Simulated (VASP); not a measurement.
# H (Pm-3m) in VASP: single point with LDA

Aim: the single point of H with LDA.

Everything below comes from runs of VASP 6.6.1. Logs are shortened: lines on timing, memory, paths and dates and some standing lists are left out, and cuts for length are marked.

### Step 1. The cell of the first run

It takes space group Pm-3m (No. 221, cubic). Conventional cell: a = 2.517 Å, b = 2.517 Å, c = 2.517 Å, α = 90.00°, β = 90.00°, γ = 90.00°. H (site symmetry m-3m) has 6 H at 2.52 Å within 3.3 Å.

### Step 2. Single point, LDA

INCAR reads:

```
PREC     = Accurate       # precision mode
ENCUT    = 520            # plane-wave cutoff, eV
EDIFF    = 1E-6           # SCF threshold, eV
ISMEAR   = -1             # smearing method
SIGMA    = 0.1            # smearing width, eV
LREAL    = False          # projectors in reciprocal space
LASPH    = True           # aspherical terms in the spheres
NELM     = 80             # most SCF steps
ALGO     = Normal         # electronic algorithm
ISIF     = 2              # what is computed and relaxed
LWAVE    = False          # write WAVECAR
LCHARG   = False          # write CHGCAR
GGA      = CA             # functional
NBANDS   = 8              # bands
```

KPOINTS reads:

```
Automatic mesh
0
Gamma
  10 10 10
```

POSCAR reads:

```
H
1.0
    0.0000000000      2.5165000000      2.5165000000
    2.5165000000      0.0000000000      2.5165000000
    2.5165000000      2.5165000000      0.0000000000
H
2
Direct
    0.2500000000      0.2500000000      0.2500000000
    0.7500000000      0.7500000000      0.7500000000
```

Potentials or basis: VASP PAW LDA potentials, release 64 (H).

Run with:

```console
> cat potpaw_LDA.64/H/POTCAR > POTCAR
> mpirun -np 1 vasp_std > vasp.out
```

OUTCAR:

```text
PREC = Accurate
   ENCUT = 520
   EDIFF = 1E-6
   ISMEAR = -1
   LREAL = False
   LASPH = True
   NELM = 80
   ISIF = 2
   GGA = CA

 ion  position               nearest neighbor table
   1  0.250  0.250  0.250-
   2  0.750  0.750  0.750-

  LATTYP: Found a face centered cubic cell.
 ALAT       =     5.0330000000

  Lattice vectors:

 A1 = (   0.0000000000,   2.5165000000,   2.5165000000)
 A2 = (   2.5165000000,   0.0000000000,   2.5165000000)
 A3 = (   2.5165000000,   2.5165000000,   0.0000000000)

Analysis of symmetry for initial positions (statically):
=====================================================================
 Subroutine PRICEL returns following result:

  LATTYP: Found a simple cubic cell.
 ALAT       =     2.5165000000

  Lattice vectors:

 A1 = (  -2.5165000000,   0.0000000000,   0.0000000000)
 A2 = (   0.0000000000,   0.0000000000,   2.5165000000)
 A3 = (   0.0000000000,   2.5165000000,   0.0000000000)

   2 primitive cells build up your supercell.

 Routine SETGRP: Setting up the symmetry group for a
 face centered cubic supercell.

 Subroutine GETGRP returns: Found 48 space group operations
 (whereof 48 operations were pure point group operations)
 out of a pool of 48 trial point group operations.

The static configuration has the point symmetry O_h .

Analysis of symmetry for dynamics (positions and initial velocities):
=====================================================================
 Subroutine PRICEL returns following result:

  LATTYP: Found a simple cubic cell.
 ALAT       =     2.5165000000

  Lattice vectors:

 A1 = (  -2.5165000000,   0.0000000000,   0.0000000000)
 A2 = (   0.0000000000,   0.0000000000,   2.5165000000)
 A3 = (   0.0000000000,   2.5165000000,   0.0000000000)

   2 primitive cells build up your supercell.

 Routine SETGRP: Setting up the symmetry group for a
 face centered cubic supercell.

 Subroutine GETGRP returns: Found 48 space group operations
 (whereof 48 operations were pure point group operations)
[... 92 lines left out ...]
   ISTART =      0    job   : 0-new  1-cont  2-samecut
   ICHARG =      2    charge: 1-file 2-atom 10-const
   ISPIN  =      1    spin polarized calculation?
   LNONCOLLINEAR =      F non collinear calculations
   LSORBIT =      F    spin-orbit coupling
   LASPH  =      T    aspherical Exc in radial PAW
   ENCUT  =  520.0 eV  38.22 Ry    6.18 a.u.   6.62  6.62  6.62*2*pi/ulx,y,z
   NELM   =     80;   NELMIN=  2; NELMDL= -5     # of ELM steps
   EDIFF  = 0.1E-05   stopping-criterion for ELM
   LREAL  =      F    real-space projection
   EDIFFG = 0.1E-04   stopping-criterion for IOM
   NSW    =      0    number of steps for IOM
   IBRION =     -1    ionic relax: 0-MD 1-quasi-New 2-CG
   NFREE  =      0    steps in history (QN), initial steepest desc. (CG)
   ISIF   =      2    stress and relaxation
   ISYM   =      2    0-nonsym 1-usesym 2-fastsym
   POTIM  = 0.5000    time-step for ionic-motion
   TEBEG  =    0.0;   TEEND  =   0.0 temperature during run
   PSTRESS=    0.0 pullay stress
   NELECT =       2.0000    total number of electrons
   NUPDOWN=      -1.0000    fix difference up-down
   EMIN   =  10.00;   EMAX   =-10.00  energy-range for DOS
   EFERMI =   0.00;   METHOD = LEGACY
   ISMEAR =    -1;   SIGMA  =   0.10  broadening in eV -4-tet -1-fermi 0-gaus
   EFERMI_NEDOS =   21; number of points for ismear=-14 and -15
   IALGO  =     38    algorithm
   IMIX   =      4    mixing-type and parameters
     AMIX     =   0.40;   BMIX     =  1.00
     AMIX_MAG =   1.60;   BMIX_MAG =  1.00
  volume/ion in A,a.u.               =      15.94       107.54
  Fermi-wavevector in a.u.,A,eV,Ry     =   0.650546  1.229353  5.758120  0.423210
  Thomas-Fermi vector in A             =   1.719859
   LORBIT       =      0    0 simple, 1 ext, 2 COOP (PROOUT), +10 PAW based schemes
   GGA     = CA    functional components
   LHFCALC =     F    Hartree Fock is set to
   AEXX    =    0.0000 exact exchange contribution
   IVDW    =     0    specifies the selected vdW correction
   LEPSILON=     F    determine dielectric tensor
   LRPA    =     F    only Hartree local field effects (RPA)
 non-spin polarized calculation
  energy-cutoff  :      520.00
  volume of cell :       31.87
 maximum number of plane-waves:       889
   NGX = 13   NGY = 13   NGZ = 13

 number of electron       2.0000000 magnetization

 Free energy of the ion-electron system (eV)
  ---------------------------------------------------
  ext. energy  EPLUGINS =         0.00000000
  ---------------------------------------------------
  free energy    TOTEN  =        -2.39507716 eV

  energy without entropy =       -2.36821956  energy(sigma->0) =       -2.38164836

 E-fermi :  -4.7941     XC(G=0):  -6.2379

 val. band max:       -4.8723792923   @ k =  -0.3000   0.5000   0.2000
 cond. band min:      -4.7744552738   @ k =   0.5000   0.1000   0.0000
 fundamental gap:      0.0979240186
 Fermi energy:        -4.7941400167

 k-point     1 :       0.0000    0.0000    0.0000
  band No.  band energies     occupation
      1      -8.6672      2.00000
      2      -1.1419      0.00000
      3       9.7393      0.00000
      4      10.8934      0.00000
      5      10.8934      0.00000
      6      10.8934      0.00000
      7      13.4138      0.00000
      8      13.4138      0.00000
[... 243 lines left out ...]
 k-point    24 :       0.4000    0.3000    0.0000
  band No.  band energies     occupation
      1      -6.4219      2.00000
      2      -2.9296      0.00000
      3       3.0803      0.00000
      4       5.9948      0.00000
      5       6.7598      0.00000
      6       9.6981      0.00000
      7      14.0454      0.00000
      8      17.5478      0.00000

 [... further k-points ...]

------------------------ aborting loop because EDIFF is reached ----------------------------------------

  FORCE on cell =-STRESS in cart. coord.  units (eV):
  Direction    XX          YY          ZZ          XY          YZ          ZX
  --------------------------------------------------------------------------------------
  -------------------------------------------------------------------------------------
  Total       -2.1068595     -2.1068595     -2.1068595      0.0000000      0.0000000      0.0000000
  in kB     -105.9071706   -105.9071706   -105.9071706      0.0000000      0.0000000      0.0000000
  external PRESSURE =    -105.9071706 kB  Pullay stress =       0.0000000 kB

 VOLUME and BASIS-vectors are now :
 -----------------------------------------------------------------------------
  energy-cutoff  :      520.00
  volume of cell :       31.87
      direct lattice vectors                 reciprocal lattice vectors
     0.000000000  2.516500000  2.516500000    -0.198688655  0.198688655  0.198688655
     2.516500000  0.000000000  2.516500000     0.198688655 -0.198688655  0.198688655
     2.516500000  2.516500000  0.000000000     0.198688655  0.198688655 -0.198688655

 POSITION                                       TOTAL-FORCE (eV/Angst)
 -----------------------------------------------------------------------------------
      1.25825      1.25825      1.25825        -0.000000     -0.000000     -0.000000
      3.77475      3.77475      3.77475         0.000000      0.000000      0.000000
 -----------------------------------------------------------------------------------
    total drift:                                0.000000      0.000000      0.000000

  FREE ENERGIE OF THE ION-ELECTRON SYSTEM (eV)
  ---------------------------------------------------
  free  energy   TOTEN  =        -2.3950771575 eV

  energy  without entropy=       -2.3682195567  energy(sigma->0) =       -2.38164836
```

stdout:

```text
POSCAR found type information on POSCAR H
 POSCAR found :  1 types and       2 ions
 scaLAPACK will be used
 LDA part: xc-table for (Slater(with rela. corr.)+CA(PZ))
 , standard interpolation
 POSCAR, INCAR and KPOINTS ok, starting setup
 FFT: planning ... GRIDC
 FFT: planning ... GRID_SOFT
 FFT: planning ... GRID
 WAVECAR not read
 entering main loop
```

Run time: 4.3 s. Hardware: 1 thread of AMD EPYC 9R45 (Zen 5), shared host; peak memory 0.1 GiB.

Results:

- Free energy: -2.3951 eV
- Pressure: -10.6 GPa
- Band gap on the k mesh: zero (band 1 reaches -4.61 eV, above the bottom of band 2 at -5.25 eV)
